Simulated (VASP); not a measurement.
# Rh (Fm-3m) in VASP: a series of runs

Runs on Rh. Level: PBE. Tasks: single point.

Everything below comes from runs of VASP 6.6.1. Logs are shortened: lines on timing, memory, paths and dates and some standing lists are left out, and cuts for length are marked.

### Step 1. The cell of the first run

It takes space group Fm-3m (No. 225, cubic). The conventional cell has a = 3.480 Å, b = 3.480 Å, c = 3.480 Å, α = 90.00°, β = 90.00°, γ = 90.00°. Within 3.2 Å of Rh (site symmetry m-3m) lie 12 Rh at 2.46 Å.

### Step 2. Single point, PBE (volume scaled by 0.75)

Input file INCAR:

```
ALGO = Normal
EDIFF = 1E-7
ENCUT = 520
GGA = PE
ISIF = 2
ISMEAR = -1
LASPH = True
LCHARG = True
LELF = True
LREAL = False
LVHAR = True
LWAVE = False
NBANDS = 14
NELM = 80
PREC = Accurate
SIGMA = 0.05
```

Input file KPOINTS:

```
k-points
0
Gamma
  17 17 17
```

Input file POSCAR:

```
Rh
1.0
    0.0000000000      1.7398856045      1.7398856045
    1.7398856045      0.0000000000      1.7398856045
    1.7398856045      1.7398856045      0.0000000000
Rh
1
Direct
    0.0000000000      0.0000000000      0.0000000000
```

Potentials or basis: VASP PAW PBE potentials, release 64 (Rh_pv).

Started as:

```sh
$ cat potpaw_PBE.64/Rh_pv/POTCAR > POTCAR
$ mpirun -np 1 vasp_std > vasp.out
```

OUTCAR:

```text
EDIFF = 1E-7
   ENCUT = 520
   GGA = PE
   ISIF = 2
   ISMEAR = -1
   LASPH = True
   LREAL = False
   NELM = 80
   PREC = Accurate

 ion  position               nearest neighbor table
   1  0.000  0.000  0.000-

  LATTYP: Found a face centered cubic cell.
 ALAT       =     3.4797712090

  Lattice vectors:

 A1 = (   0.0000000000,   1.7398856045,   1.7398856045)
 A2 = (   1.7398856045,   0.0000000000,   1.7398856045)
 A3 = (   1.7398856045,   1.7398856045,   0.0000000000)

Analysis of symmetry for initial positions (statically):
=====================================================================
 Subroutine PRICEL returns:
 Original cell was already a primitive cell.

 Routine SETGRP: Setting up the symmetry group for a
 face centered cubic supercell.

 Subroutine GETGRP returns: Found 48 space group operations
[... 9 lines left out ...]

 Routine SETGRP: Setting up the symmetry group for a
 face centered cubic supercell.

 Subroutine GETGRP returns: Found 48 space group operations
[... 11 lines left out ...]
                                     Primitive cell

  volume of cell :      10.5340

  direct lattice vectors                    reciprocal lattice vectors
     0.000000000  1.739885604  1.739885604    -0.287375215  0.287375215  0.287375215
     1.739885604  0.000000000  1.739885604     0.287375215 -0.287375215  0.287375215
     1.739885604  1.739885604  0.000000000     0.287375215  0.287375215 -0.287375215

  length of vectors
     2.460569819  2.460569819  2.460569819     0.497748474  0.497748474  0.497748474

  position of ions in fractional coordinates (direct lattice)
     0.000000000  0.000000000  0.000000000

  ion indices of the primitive-cell ions
   primitive index   ion index
                 1           1

----------------------------------------------------------------------------------------

 KPOINTS: k-points

Automatic generation of k-mesh.
 Grid dimensions read from file:
 generate k-points for:   17   17   17

 Generating k-lattice:

  Cartesian coordinates                     Fractional coordinates (reciprocal lattice)
    -0.016904424  0.016904424  0.016904424     0.058823529  0.000000000  0.000000000
     0.016904424 -0.016904424  0.016904424     0.000000000  0.058823529  0.000000000
     0.016904424  0.016904424 -0.016904424     0.000000000  0.000000000  0.058823529

  Length of vectors
     0.029279322  0.029279322  0.029279322

  Shift w.r.t. Gamma in fractional coordinates (k-lattice)
     0.000000000  0.000000000  0.000000000
[... 50 lines left out ...]
   NELM   =     80;   NELMIN=  2; NELMDL= -5     # of ELM steps
   EDIFF  = 0.1E-06   stopping-criterion for ELM
   LREAL  =      F    real-space projection
   EDIFFG = 0.1E-05   stopping-criterion for IOM
   NSW    =      0    number of steps for IOM
   IBRION =     -1    ionic relax: 0-MD 1-quasi-New 2-CG
   NFREE  =      0    steps in history (QN), initial steepest desc. (CG)
   ISIF   =      2    stress and relaxation
   ISYM   =      2    0-nonsym 1-usesym 2-fastsym
   POTIM  = 0.5000    time-step for ionic-motion
   TEBEG  =    0.0;   TEEND  =   0.0 temperature during run
   PSTRESS=    0.0 pullay stress
   NELECT =      15.0000    total number of electrons
   NUPDOWN=      -1.0000    fix difference up-down
   EMIN   =  10.00;   EMAX   =-10.00  energy-range for DOS
   EFERMI =   0.00;   METHOD = LEGACY
   ISMEAR =    -1;   SIGMA  =   0.05  broadening in eV -4-tet -1-fermi 0-gaus
   EFERMI_NEDOS =   21; number of points for ismear=-14 and -15
   IALGO  =     38    algorithm
   IMIX   =      4    mixing-type and parameters
     AMIX     =   0.40;   BMIX     =  1.00
     AMIX_MAG =   1.60;   BMIX_MAG =  1.00
  volume/ion in A,a.u.               =      10.53        71.09
  Fermi-wavevector in a.u.,A,eV,Ry     =   1.841795  3.480487 46.153789  3.392208
  Thomas-Fermi vector in A             =   2.893840
   LORBIT       =      0    0 simple, 1 ext, 2 COOP (PROOUT), +10 PAW based schemes
   GGA     = PE    functional components
   LHFCALC =     F    Hartree Fock is set to
   AEXX    =    0.0000 exact exchange contribution
   IVDW    =     0    specifies the selected vdW correction
   LEPSILON=     F    determine dielectric tensor
   LRPA    =     F    only Hartree local field effects (RPA)
 non-spin polarized calculation
  energy-cutoff  :      520.00
  volume of cell :       10.53
 maximum number of plane-waves:       296
   NGX =  9   NGY =  9   NGZ =  9

 number of electron      14.9999994 magnetization

 Free energy of the ion-electron system (eV)
  ---------------------------------------------------
  ext. energy  EPLUGINS =         0.00000000
  ---------------------------------------------------
  free energy    TOTEN  =        -5.99970128 eV

  energy without entropy =       -5.99471642  energy(sigma->0) =       -5.99720885

 E-fermi :  17.5339     XC(G=0): -15.8197

 val. band max:       17.5020754336   @ k =   0.4118   0.2353   0.0588
 cond. band min:      17.5576446949   @ k =   0.3529   0.0588   0.0000
 fundamental gap:      0.0555692613
 Fermi energy:        17.5339361807

 k-point     1 :       0.0000    0.0000    0.0000
  band No.  band energies     occupation
      1     -29.3359      2.00000
      2     -29.3359      2.00000
      3     -29.3359      2.00000
      4       7.5329      2.00000
      5      12.8806      2.00000
      6      12.8806      2.00000
      7      12.8806      2.00000
      8      16.0450      2.00000
      9      16.0450      2.00000
     10      32.8918      0.00000
     11      37.2985      0.00000
     12      39.9903      0.00000
     13      39.9903      0.00000
     14      39.9903      0.00000
[... 377 lines left out ...]
      1     -29.6913      2.00000
      2     -29.4265      2.00000
      3     -29.3647      2.00000
      4       8.5956      2.00000
      5      12.3362      2.00000
      6      13.3006      2.00000
      7      13.3754      2.00000
      8      15.5138      2.00000
      9      16.1370      2.00000
     10      34.7180      0.00000
     11      36.9307      0.00000
     12      37.3049      0.00000
     13      40.9633      0.00000
     14      42.3086      0.00000

 [... further k-points ...]
[... 5 lines left out ...]
  --------------------------------------------------------------------------------------
  -------------------------------------------------------------------------------------
  Total       10.0902148     10.0902148     10.0902148      0.0000000      0.0000000      0.0000000
  in kB     1534.6838126   1534.6838126   1534.6838126      0.0000000      0.0000000      0.0000000
  external PRESSURE =    1534.6838126 kB  Pullay stress =       0.0000000 kB

 VOLUME and BASIS-vectors are now :
 -----------------------------------------------------------------------------
  energy-cutoff  :      520.00
  volume of cell :       10.53
      direct lattice vectors                 reciprocal lattice vectors
     0.000000000  1.739885604  1.739885604    -0.287375215  0.287375215  0.287375215
     1.739885604  0.000000000  1.739885604     0.287375215 -0.287375215  0.287375215
     1.739885604  1.739885604  0.000000000     0.287375215  0.287375215 -0.287375215

 POSITION                                       TOTAL-FORCE (eV/Angst)
 -----------------------------------------------------------------------------------
      0.00000      0.00000      0.00000         0.000000      0.000000      0.000000
 -----------------------------------------------------------------------------------
    total drift:                                0.000000     -0.000000      0.000000

  FREE ENERGIE OF THE ION-ELECTRON SYSTEM (eV)
  ---------------------------------------------------
  free  energy   TOTEN  =        -5.9997012821 eV

  energy  without entropy=       -5.9947164225  energy(sigma->0) =       -5.99720885
```

OSZICAR:

```text
N       E                     dE             d eps       ncg     rms          rms(c)
DAV:   1     0.118246900340E+03    0.11825E+03   -0.85050E+03  4684   0.120E+03
DAV:   2    -0.492199906931E+01   -0.12317E+03   -0.11772E+03  5178   0.350E+02
DAV:   3    -0.638461792762E+01   -0.14626E+01   -0.14608E+01  5280   0.411E+01
DAV:   4    -0.638885222149E+01   -0.42343E-02   -0.42342E-02  5070   0.226E+00
DAV:   5    -0.638887904349E+01   -0.26822E-04   -0.26823E-04  5226   0.158E-01    0.209E+01
DAV:   6    -0.604771899716E+01    0.34116E+00   -0.37507E-01  4836   0.925E+00    0.976E+00
DAV:   7    -0.600424825294E+01    0.43471E-01   -0.46984E-02  5214   0.313E+00    0.266E+00
DAV:   8    -0.599982215508E+01    0.44261E-02   -0.72911E-03  4674   0.126E+00    0.321E-01
DAV:   9    -0.599970059564E+01    0.12156E-03   -0.75838E-05  4806   0.127E-01    0.127E-02
DAV:  10    -0.599970131078E+01   -0.71514E-06   -0.23676E-06  5172   0.196E-02    0.988E-04
DAV:  11    -0.599970128214E+01    0.28645E-07   -0.60258E-08  3408   0.329E-03
   1 F= -.59997013E+01 E0= -.59972089E+01  d E =-.498486E-02
```

Run time: 11 s. Hardware: 1 thread of AMD EPYC 9R45 (Zen 5), shared host; peak memory 0.1 GiB.

Results:

* Free energy: -5.9997 eV
* Pressure: 153.5 GPa

### Step 3. Single point, PBE (volume scaled by 0.75)

Input file INCAR:

```
SYSTEM = Rh
  PREC = Accurate
  ENCUT = 520
  EDIFF = 1E-6
  ISMEAR = -1
  SIGMA = 0.05
  LREAL = .FALSE.
  LASPH = .TRUE.
  NELM = 80
  ALGO = Normal
  ISIF = 2
  LWAVE = .FALSE.
  LCHARG = .TRUE.
  GGA = PE
  LELF = .TRUE.
  LVHAR = .TRUE.
  NBANDS = 14
```

Input file KPOINTS:

```
Automatic mesh
0
G
  17 17 17
  0 0 0
```

POSCAR is that of step 2.

Potentials or basis: VASP PAW PBE potentials, release 64 (Rh_pv).

Started as:

```sh
$ cat potpaw_PBE.64/Rh_pv/POTCAR > POTCAR
$ mpirun -np 1 vasp_std > vasp.out
```

Run time: 10 s. Hardware: 1 thread of AMD EPYC 9R45 (Zen 5), shared host; peak memory 0.1 GiB.

Results (log left out):

```yaml
Free_energy: -5.9997 eV
Pressure: 153.5 GPa
```

Levels at points of the mesh, in eV from the Fermi level:
```tsv
k point	band 5	band 6	band 7	band 8	band 9	band 10
(0.00, 0.00, 0.00)	-4.65	-4.65	-4.65	-1.49	-1.49	15.36
```

### Step 4. Single point, PBE (volume scaled by 0.85)

Input file INCAR:

```
PREC = Accurate ; ENCUT = 520
EDIFF = 1E-7 ; ISMEAR = -1
SIGMA = 0.05 ; LREAL = False
LASPH = True ; NELM = 100
ALGO = Normal ; ISIF = 2
LWAVE = False ; LCHARG = False
GGA = PE ; NBANDS = 14
```

Input file KPOINTS:

```
Automatic mesh
0
Gamma
  17 17 17
```

Input file POSCAR:

```
Rh
1.0
    0.0000000000      1.8140109974      1.8140109974
    1.8140109974      0.0000000000      1.8140109974
    1.8140109974      1.8140109974      0.0000000000
Rh
1
Direct
    0.0000000000      0.0000000000      0.0000000000
```

Started as:

```sh
$ cat potpaw_PBE.64/Rh_pv/POTCAR > POTCAR
$ mpirun -np 1 vasp_std > vasp.out
```

Wall time 13 s (1 thread of AMD EPYC 9R45 (Zen 5), shared host); peak memory 0.11 GiB.

It converged, with:

```yaml
Free_energy: -6.9100 eV
Pressure: 63.4 GPa
```

Levels at points of the mesh, in eV from the Fermi level:
```tsv
k point	band 3	band 4	band 5	band 6	band 7	band 8	band 9	band 10	band 11	band 12
(0.00, 0.00, 0.00)	-46.63	-9.03	-3.83	-3.83	-3.83	-1.23	-1.23	15.77	20.12	22.07
```

### Step 5. Single point, PBE (volume scaled by 0.95)

Input file INCAR:

```
SYSTEM = Rh
  PREC = Accurate
  ENCUT = 520
  EDIFF = 1E-6
  ISMEAR = -1
  SIGMA = 0.05
  LREAL = .FALSE.
  LASPH = .TRUE.
  NELM = 80
  ALGO = Normal
  ISIF = 2
  LWAVE = .FALSE.
  LCHARG = .FALSE.
  GGA = PE
  NBANDS = 14
```

Input file KPOINTS:

```
Automatic mesh
0
G
  17 17 17
  0 0 0
```

Input file POSCAR:

```
Rh
1.0
    0.0000000000      1.8825281345      1.8825281345
    1.8825281345      0.0000000000      1.8825281345
    1.8825281345      1.8825281345      0.0000000000
Rh
1
Direct
    0.0000000000      0.0000000000      0.0000000000
```

Started as:

```sh
$ cat potpaw_PBE.64/Rh_pv/POTCAR > POTCAR
$ mpirun -np 1 vasp_std > vasp.out
```

Run time: 14 s. Hardware: 1 thread of AMD EPYC 9R45 (Zen 5), shared host; peak memory 0.11 GiB.

It converged, with:

```
Free energy : -7.2336 eV
Pressure    : 15.2 GPa
```

Levels at points of the mesh, in eV from the Fermi level:
```csv
k point,band 5,band 6,band 7,band 8,band 9,band 10
"(0.00, 0.00, 0.00)",-3.22,-3.22,-3.22,-1.04,-1.04,15.97
```

### Step 6. Summary

```tsv
cell	gap on the mesh (eV)	pressure (GPa)
a = 2.461 Å, angles 60.0°, 1 atom	none	153.5
a = 2.565 Å, angles 60.0°, 1 atom	none	63.4
a = 2.662 Å, angles 60.0°, 1 atom	none	15.2
```

Alike in all rows: task single point; level PBE; potentials or basis VASP PAW PBE potentials, release 64 (Rh_pv); no spin polarisation; k mesh 17 × 17 × 17; cutoff (eV) 520; smearing fermi-dirac 0.05 eV.

Total energies depend on the potentials used, so only differences within one code and one set of settings carry meaning.
